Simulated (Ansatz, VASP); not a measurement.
Si3N4 in VASP and in Ansatz

Contents of INCAR:

```
SYSTEM = Si3N4
PREC     = Accurate       ! precision mode
ENCUT    = 520            ! plane-wave cutoff, eV
EDIFF    = 1E-7           ! SCF threshold, eV
ISMEAR   = 0              ! smearing method
SIGMA    = 0.02           ! smearing width, eV
LREAL    = .False.        ! projectors in reciprocal space
LASPH    = .True.         ! aspherical terms in the spheres
NELM     = 80             ! most SCF steps
ALGO     = Normal         ! electronic algorithm
ISIF     = 2              ! what is computed and relaxed
LWAVE    = .False.        ! write WAVECAR
LCHARG   = .False.        ! write CHGCAR
GGA      = PE             ! functional
IBRION   = 2              ! ionic algorithm
NSW      = 50             ! ionic steps
EDIFFG   = -0.01          ! ionic threshold
```

KPOINTS

```
Automatic mesh
0
Gamma
  6 6 6
  0 0 0
```

Contents of POSCAR:

```
Si3N4
1.0
   -3.1447723967      3.1447723967      3.1447723967
    3.1447723967     -3.1447723967      3.1447723967
    3.1447723967      3.1447723967     -3.1447723967
Si N
6 8
Direct
    0.2500000000      0.1250000000      0.8750000000
    0.8750000000      0.2500000000      0.1250000000
    0.7500000000      0.3750000000      0.6250000000
    0.6250000000      0.7500000000      0.3750000000
    0.1250000000      0.8750000000      0.2500000000
    0.3750000000      0.6250000000      0.7500000000
    0.5569226889      0.5569226889      0.5569226889
    0.4430773111      0.5000000000      0.0000000000
    0.5000000000      0.0000000000      0.9430773111
    0.0000000000      0.4430773111      0.5000000000
    0.9430773111      0.5000000000      0.0000000000
    0.0569226889      0.0569226889      0.0569226889
    0.0000000000      0.9430773111      0.5000000000
    0.5000000000      0.0000000000      0.4430773111
```

Input for Ansatz:

```yaml
crystal:
  lattice:
    - [-3.1447723967, 3.1447723967, 3.1447723967]
    - [3.1447723967, -3.1447723967, 3.1447723967]
    - [3.1447723967, 3.1447723967, -3.1447723967]
  atoms:
    - { symbol: Si, position: [0.25, 0.125, 0.875] }
    - { symbol: Si, position: [0.875, 0.25, 0.125] }
    - { symbol: Si, position: [0.75, 0.375, 0.625] }
    - { symbol: Si, position: [0.625, 0.75, 0.375] }
    - { symbol: Si, position: [0.125, 0.875, 0.25] }
    - { symbol: Si, position: [0.375, 0.625, 0.75] }
    - { symbol: "N", position: [0.5569226889, 0.5569226889, 0.5569226889] }
    - { symbol: "N", position: [0.4430773111, 0.5, 0.0] }
    - { symbol: "N", position: [0.5, 0.0, 0.9430773111] }
    - { symbol: "N", position: [0.0, 0.4430773111, 0.5] }
    - { symbol: "N", position: [0.9430773111, 0.5, 0.0] }
    - { symbol: "N", position: [0.0569226889, 0.0569226889, 0.0569226889] }
    - { symbol: "N", position: [0.0, 0.9430773111, 0.5] }
    - { symbol: "N", position: [0.5, 0.0, 0.4430773111] }
basis:
  ecutwfc: 420
kpoints:
  mp_grid: { grid: [6, 6, 6] }
hamiltonian:
  xc: pbe
scf:
  occupations: { method: gaussian, width: 0.02 }
output:
  forces: true
  stress: true
  eigenvalues: true
relax:
  adjacent_minimum: "off"
  f_tol: 0.01
  max_steps: 30
```

Alike in both runs: task relaxation of the atoms; functional PBE; k mesh 6 × 6 × 6; occupations gaussian, width 0.02 eV; no spin polarisation.

|  | VASP | Ansatz |
| --- | --- | --- |
| version | VASP 6.6.1 | Ansatz 0.2.0 |
| potentials or method | VASP PAW PBE potentials, release 64 (Si, N), cutoff 520 eV | scalar-relativistic, plane waves, PAW |
| valence electrons in the cell | 64 | 64 |

```tsv
	VASP	Ansatz	Ansatz less VASP
gap on the k mesh at the Fermi level, each at its own relaxed structure (eV)	4.22	4.23	+0.004
```

Ansatz's warnings: stress scf threshold loose.
